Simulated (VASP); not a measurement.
# Ta in VASP: single point with PBE+D3(BJ)

Aim: the single point of Ta with PBE+D3(BJ).

Program: VASP 6.6.1. These are calculated values, not measurements. Logs are shortened: lines on timing, memory, paths and dates and some standing lists are left out, and cuts for length are marked.

## Step 1: The cell of the first run

The cell holds a slab with vacuum, 12 atoms: a = 5.690 Å, b = 5.690 Å, c = 24.141 Å, α = 90.00°, β = 90.00°, γ = 109.47°.

## Step 2: Single point, PBE+D3(BJ)

The input, INCAR:

```
  PREC = Accurate
  ENCUT = 520
  EDIFF = 1E-6
  ISMEAR = 0
  SIGMA = 0.1
  LREAL = False
  LASPH = True
  NELM = 100
  ALGO = Normal
  ISIF = 2
  LWAVE = False
  LCHARG = False
  LDIPOL = True
  IDIPOL = 3
  DIPOL = 0.5 0.5 0.426
  GGA = PE
  IVDW = 12
  NBANDS = 78
```

The input, KPOINTS:

```
Automatic mesh
0
Gamma
  4 4 1
```

The input, POSCAR:

```
Ta
1.0
    5.6896945745      0.0000000000      0.0000000000
   -1.8965648582      5.3642954887      0.0000000000
    0.0000000000      0.0000000000     24.1405161666
Ta
12
Direct
    0.2500000000      0.2500000000      0.3313930798
    0.2500000000      0.7500000000      0.3313930798
    0.7500000000      0.2500000000      0.3313930798
    0.7500000000      0.7500000000      0.3313930798
    0.4999650323      0.5000449176      0.4246473017
    0.5029375470      0.0009004940      0.4246826587
   -0.0009211111      0.4970661318      0.4246836592
    0.0016265806     -0.0016035117      0.4253849484
    0.7364839781      0.7335649865      0.5214708963
    0.7637015490      0.2362705804      0.5238504733
    0.2434277521      0.7565883123      0.5198895383
    0.2665034886      0.2635152867      0.5214712078
```

Potentials or basis: VASP PAW PBE potentials, release 64 (Ta_pv).

Launch:

```bash
$ cat potpaw_PBE.64/Ta_pv/POTCAR > POTCAR
$ mpirun -np 1 vasp_std > vasp.out
```

OUTCAR:

```text
PREC = Accurate
   ENCUT = 520
   EDIFF = 1E-6
   ISMEAR = 0
   LREAL = False
   LASPH = True
   NELM = 100
   ISIF = 2
   GGA = PE
   IVDW = 12
 IVDW          = 12

 ion  position               nearest neighbor table
   1  0.250  0.250  0.331-   5 2.79   8 2.80   3 2.84   3 2.84   2 2.84   2 2.84   7 3.23   6 3.24
                             4 3.28   4 3.28
   2  0.250  0.750  0.331-   6 2.79   7 2.79   4 2.84   4 2.84   1 2.84   1 2.84   5 3.23   8 3.24
                             3 3.28   3 3.28
   3  0.750  0.250  0.331-   7 2.78   6 2.78   1 2.84   1 2.84   4 2.84   4 2.84   5 3.23   8 3.26
                             2 3.28   2 3.28
   4  0.750  0.750  0.331-   5 2.79   8 2.80   2 2.84   2 2.84   3 2.84   3 2.84   6 3.23   7 3.24
                             1 3.28   1 3.28
   5  0.500  0.500  0.425-   4 2.79   1 2.79  12 2.80   9 2.80   6 2.84   7 2.84   7 2.85   6 2.85
                             2 3.23   3 3.23   8 3.28   8 3.29  11 3.31  10 3.43
   6  0.503  0.001  0.425-   3 2.78   2 2.79  11 2.83   8 2.84   5 2.84   5 2.85   8 2.85  10 2.90
                             4 3.23   1 3.24   7 3.26  12 3.29   9 3.30   7 3.31
   7  0.999  0.497  0.425-   3 2.78   2 2.79  11 2.83   8 2.84   5 2.84   5 2.85   8 2.85  10 2.90
                             1 3.23   4 3.24   6 3.26   9 3.29  12 3.30   6 3.31
   8  0.002  0.998  0.425-   1 2.80   4 2.80   7 2.84   6 2.84   6 2.85   7 2.85   9 2.90  12 2.90
                            11 3.20   2 3.24  10 3.25   3 3.26   5 3.28   5 3.29
   9  0.736  0.734  0.521-   5 2.80  10 2.81  11 2.84  11 2.85  10 2.89   8 2.90  12 3.09   7 3.29
                             6 3.30  12 3.48
  10  0.764  0.236  0.524-   9 2.81  12 2.81  12 2.88   9 2.89   6 2.90   7 2.90   8 3.25  11 3.29
                            11 3.29   5 3.43
  11  0.243  0.757  0.520-   6 2.83   7 2.83  12 2.84   9 2.84   9 2.85  12 2.85   8 3.20  10 3.29
                            10 3.29   5 3.31
  12  0.267  0.264  0.521-   5 2.80  10 2.81  11 2.84  11 2.85  10 2.88   8 2.90   9 3.09   6 3.29
                             7 3.30   9 3.48

  LATTYP: Found a base centered orthorhombic cell.
 ALAT       =     6.5698933884
 B/A-ratio  =     1.4142135624
 C/A-ratio  =     3.6744152058

  Lattice vectors:

 A1 = (   5.6896945745,   0.0000000000,   0.0000000000)
 A2 = (  -1.8965648582,   5.3642954887,   0.0000000000)
 A3 = (   0.0000000000,   0.0000000000,  24.1405161666)

Analysis of symmetry for initial positions (statically):
=====================================================================
 Subroutine PRICEL returns:
 Original cell was already a primitive cell.

 Routine SETGRP: Setting up the symmetry group for a
 base centered orthorhombic supercell.

 Subroutine GETGRP returns: Found  1 space group operations
 (whereof  1 operations were pure point group operations)
 out of a pool of  8 trial point group operations.

The static configuration has the point symmetry C_1 .

Analysis of symmetry for dynamics (positions and initial velocities):
=====================================================================
 Subroutine PRICEL returns:
 Original cell was already a primitive cell.

 Routine SETGRP: Setting up the symmetry group for a
 base centered orthorhombic supercell.

 Subroutine GETGRP returns: Found  1 space group operations
 (whereof  1 operations were pure point group operations)
 out of a pool of  8 trial point group operations.

The dynamic configuration has the point symmetry C_1 .

 Subroutine INISYM returns: Found  1 space group operations
 (whereof  1 operations are pure point group operations),
 and found     1 'primitive' translations

----------------------------------------------------------------------------------------

                                     Primitive cell

  volume of cell :     736.7976

  direct lattice vectors                    reciprocal lattice vectors
     5.689694574  0.000000000  0.000000000     0.175756359  0.062139257  0.000000000
    -1.896564858  5.364295489  0.000000000     0.000000000  0.186417770  0.000000000
     0.000000000  0.000000000 24.140516167     0.000000000  0.000000000  0.041424135

  length of vectors
     5.689694574  5.689694575 24.140516167     0.186417770  0.186417770  0.041424135

  position of ions in fractional coordinates (direct lattice)
     0.250000000  0.250000000  0.331393080
     0.250000000  0.750000000  0.331393080
     0.750000000  0.250000000  0.331393080
     0.750000000  0.750000000  0.331393080
     0.499965032  0.500044918  0.424647302
     0.502937547  0.000900494  0.424682659
     0.999078889  0.497066132  0.424683659
[... 49 lines left out ...]
  0.000000  0.000000  0.000000      1.000000
  0.250000  0.000000  0.000000      2.000000
  0.000000  0.250000  0.000000      2.000000
  0.500000  0.000000  0.000000      1.000000
  0.000000  0.500000  0.000000      1.000000
  0.250000  0.250000  0.000000      2.000000
  0.500000  0.250000  0.000000      2.000000
  0.250000  0.500000  0.000000      2.000000
 -0.250000  0.250000  0.000000      2.000000
  0.500000  0.500000  0.000000      1.000000
   k-points           NKPTS =     10   k-points in BZ     NKDIM =     10   number of bands    NBANDS=     78
   number of dos      NEDOS =    301   number of ions     NIONS =     12
   total plane-waves  NPLWV = 317520
   dimension x,y,z NGX =    42 NGY =   42 NGZ =  180
   dimension x,y,z NGXF=    84 NGYF=   84 NGZF=  360
   ions per type =              12
   NGX,Y,Z   is equivalent  to a cutoff of  12.27, 12.27, 12.40 a.u.
   NGXF,Y,Z  is equivalent  to a cutoff of  24.54, 24.54, 24.79 a.u.
 SYSTEM =  unknown system
   PREC   = accura    normal or accurate (medium, high low for compatibility)
   ISTART =      0    job   : 0-new  1-cont  2-samecut
   ICHARG =      2    charge: 1-file 2-atom 10-const
   ISPIN  =      1    spin polarized calculation?
   LNONCOLLINEAR =      F non collinear calculations
   LSORBIT =      F    spin-orbit coupling
   LASPH  =      T    aspherical Exc in radial PAW
   ENCUT  =  520.0 eV  38.22 Ry    6.18 a.u.  10.58 10.58 44.89*2*pi/ulx,y,z
   NELM   =    100;   NELMIN=  2; NELMDL= -5     # of ELM steps
   EDIFF  = 0.1E-05   stopping-criterion for ELM
   LREAL  =      F    real-space projection
   EDIFFG = 0.1E-04   stopping-criterion for IOM
   NSW    =      0    number of steps for IOM
   IBRION =     -1    ionic relax: 0-MD 1-quasi-New 2-CG
   NFREE  =      0    steps in history (QN), initial steepest desc. (CG)
   ISIF   =      2    stress and relaxation
   ISYM   =      2    0-nonsym 1-usesym 2-fastsym
   POTIM  = 0.5000    time-step for ionic-motion
   TEBEG  =    0.0;   TEEND  =   0.0 temperature during run
   PSTRESS=    0.0 pullay stress
   NELECT =     132.0000    total number of electrons
   NUPDOWN=      -1.0000    fix difference up-down
   EMIN   =  10.00;   EMAX   =-10.00  energy-range for DOS
   EFERMI =   0.00;   METHOD = LEGACY
   ISMEAR =     0;   SIGMA  =   0.10  broadening in eV -4-tet -1-fermi 0-gaus
   EFERMI_NEDOS =   21; number of points for ismear=-14 and -15
   IALGO  =     38    algorithm
   IMIX   =      4    mixing-type and parameters
     AMIX     =   0.40;   BMIX     =  1.00
     AMIX_MAG =   1.60;   BMIX_MAG =  1.00
  volume/ion in A,a.u.               =      61.40       414.35
  Fermi-wavevector in a.u.,A,eV,Ry     =   0.922890  1.744010 11.588442  0.851726
  Thomas-Fermi vector in A             =   2.048467
   LORBIT       =      0    0 simple, 1 ext, 2 COOP (PROOUT), +10 PAW based schemes
   GGA     = PE    functional components
   LHFCALC =     F    Hartree Fock is set to
   AEXX    =    0.0000 exact exchange contribution
   IVDW    =    12    specifies the selected vdW correction
   LEPSILON=     F    determine dielectric tensor
   LRPA    =     F    only Hartree local field effects (RPA)
 non-spin polarized calculation
 Gauss-broadening in eV      SIGMA  =   0.10
  energy-cutoff  :      520.00
  volume of cell :      736.80
 maximum number of plane-waves:     19889
   NGX = 21   NGY = 21   NGZ = 89

 dipolmoment           0.000000      0.000000     -0.011485 electrons x Angstroem

 number of electron     132.0000015 magnetization

 dipolmoment           0.000000      0.000000      0.011928 electrons x Angstroem

 Free energy of the ion-electron system (eV)
  ---------------------------------------------------
  ext. energy  EPLUGINS =         0.00000000
  ---------------------------------------------------
  free energy    TOTEN  =      -132.65465282 eV

  energy without entropy =     -132.57132474  energy(sigma->0) =     -132.61298878

 E-fermi :  -1.5560     XC(G=0):  -4.5679

 val. band max:       -1.5961123019   @ k =   0.2500   0.2500   0.0000
 cond. band min:      -1.5519003313   @ k =   0.2500   0.0000   0.0000
 fundamental gap:      0.0442119706
 Fermi energy:        -1.5560372987

 k-point     1 :       0.0000    0.0000    0.0000
  band No.  band energies     occupation
      1     -36.1267      2.00000
      2     -36.1060      2.00000
      3     -36.1033      2.00000
      4     -36.0497      2.00000
      5     -36.0377      2.00000
      6     -36.0041      2.00000
[... 799 lines left out ...]
     77       0.1563      0.00000
     78       0.2065      0.00000

------------------------ aborting loop because EDIFF is reached ----------------------------------------

 vacuum level on the upper side and lower side of the slab       (xc-potential included)         0.033        -0.036

 Edisp (eV)   -5.10263

 E8    (eV) :    -2.7902

  FORCE on cell =-STRESS in cart. coord.  units (eV):
  Direction    XX          YY          ZZ          XY          YZ          ZX
  --------------------------------------------------------------------------------------
  -------------------------------------------------------------------------------------
  Total     -14.50628   -13.72789    -3.06817     1.09768     0.23873    -0.33953
  in kB     -31.54413   -29.85150    -6.67178     2.38692     0.51913    -0.73830
  external pressure =      -22.69 kB  Pullay stress =        0.00 kB

 VOLUME and BASIS-vectors are now :
 -----------------------------------------------------------------------------
  energy-cutoff  :      520.00
  volume of cell :      736.80
      direct lattice vectors                 reciprocal lattice vectors
     5.689694574  0.000000000  0.000000000     0.175756359  0.062139257  0.000000000
    -1.896564858  5.364295489  0.000000000     0.000000000  0.186417770  0.000000000
     0.000000000  0.000000000 24.140516167     0.000000000  0.000000000  0.041424135

 POSITION                                       TOTAL-FORCE (eV/Angst)
 -----------------------------------------------------------------------------------
      0.94828      1.34107      8.00000         0.048074     -0.013325     -0.002046
     -0.00000      4.02322      8.00000        -0.085721      0.060604     -0.130955
      3.79313      1.34107      8.00000         0.058621     -0.041380     -0.024195
      2.84485      4.02322      8.00000         0.028541     -0.040761     -0.001950
      1.89628      2.68239     10.25121         0.045248     -0.032893      0.182064
      2.85985      0.00483     10.25206        -0.029545     -0.067645      0.505563
      4.74174      2.66641     10.25208         0.056274      0.050778      0.505615
     -1.88427      5.35569     10.26901        -0.040078      0.027520      0.368654
      2.79912      3.93506     12.58858         0.168180      0.111571     -0.269818
      3.89713      1.26743     12.64602        -0.480268      0.341541     -0.791184
     -0.04989      4.05856     12.55040         0.283401     -0.200369     -0.072065
      1.01655      1.41357     12.58858        -0.052729     -0.195640     -0.269683
 -----------------------------------------------------------------------------------
    total drift:                               -0.000961      0.000685     -0.000378

  FREE ENERGIE OF THE ION-ELECTRON SYSTEM (eV)
  ---------------------------------------------------
  free  energy   TOTEN  =      -137.7572820568 eV

  energy  without entropy=     -137.6739539775  energy(sigma->0) =     -137.71561802

 vacuum level on the upper side and lower side of the slab         3.235         3.135
```

It took 18 min on 1 thread of Intel Xeon 6975P-C (Granite Rapids), shared host; peak memory 0.88 GiB.

What came out:

- Free energy: -137.7573 eV
- Largest force: 0.987 eV/Å
- Band gap on the k mesh: zero (band 66 reaches -1.01 eV, above the bottom of band 67 at -1.94 eV)
- Dispersion energy per atom: -0.425 eV

Forces in eV/Å, atoms in the order of the input:
```
Ta   0.048 -0.013 -0.002
Ta  -0.086  0.061 -0.131
Ta   0.059 -0.041 -0.024
Ta   0.029 -0.041 -0.002
Ta   0.045 -0.033  0.182
Ta  -0.030 -0.068  0.506
Ta   0.056  0.051  0.506
Ta  -0.040  0.028  0.369
Ta   0.168  0.112 -0.270
Ta  -0.480  0.342 -0.791
Ta   0.283 -0.200 -0.072
Ta  -0.053 -0.196 -0.270
```

Levels at points of the mesh, in eV from the Fermi level:
```csv
k point,band 63,band 64,band 65,band 66,band 67,band 68,band 69,band 70
"(0.00, 0.00, 0.00)",-0.24,0.17,0.41,0.54,0.54,1.07,1.19,1.19
"(0.50, 0.00, 0.00)",-0.54,-0.43,-0.42,-0.37,-0.23,-0.18,0.14,0.20
"(0.00, 0.50, 0.00)",-0.54,-0.43,-0.42,-0.37,-0.23,-0.18,0.14,0.20
"(0.50, 0.50, 0.00)",-0.20,-0.14,-0.07,-0.07,0.03,0.05,0.15,0.25
```

Caveat: spin-orbit coupling is left out, which moves the levels of the heavy elements.
